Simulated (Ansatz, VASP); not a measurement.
# One calculation of HgP, two programs

```
Hg P
1.0
     3.67580    0.00000    0.00000
    -1.83790    3.18333    0.00000
     0.00000    0.00000    6.85548
Hg P
2 2
Cartesian
  0.0000 0.0000 0.0000
  0.0000 0.0000 3.4277
  0.0000 2.1222 1.7139
  1.8379 1.0611 5.1416
```

Alike in both runs: functional PBEsol; k mesh 10 × 10 × 6; occupations gaussian, width 0.05 eV; no spin polarisation.

Ansatz relaxed the structure, and its values are those at the end. VASP's run is a single point on that final structure, the one shown.

|  | VASP | Ansatz |
| --- | --- | --- |
| version | VASP 6.6.1 | Ansatz 0.2.0 |
| potentials or method | VASP PAW PBE potentials, release 64 (Hg, P), cutoff 520 eV | scalar-relativistic, plane waves, PAW |
| valence electrons in the cell | 34 | 50 |

Ansatz gave:

- gap on the k mesh at the Fermi level (eV): none
- pressure (GPa): 0.0

Q: What did VASP give for the same quantities?

A: gap on the k mesh at the Fermi level (eV): none; pressure (GPa): 0.6.

VASP's potentials were made for PBE, not for PBEsol. A gap of «none» marks a metal or a gap that the smearing closes. VASP's potentials hold 34 valence electrons a cell and Ansatz's 50, so a difference there can come from the potentials and not from the codes.

Neither program's run includes spin-orbit coupling.
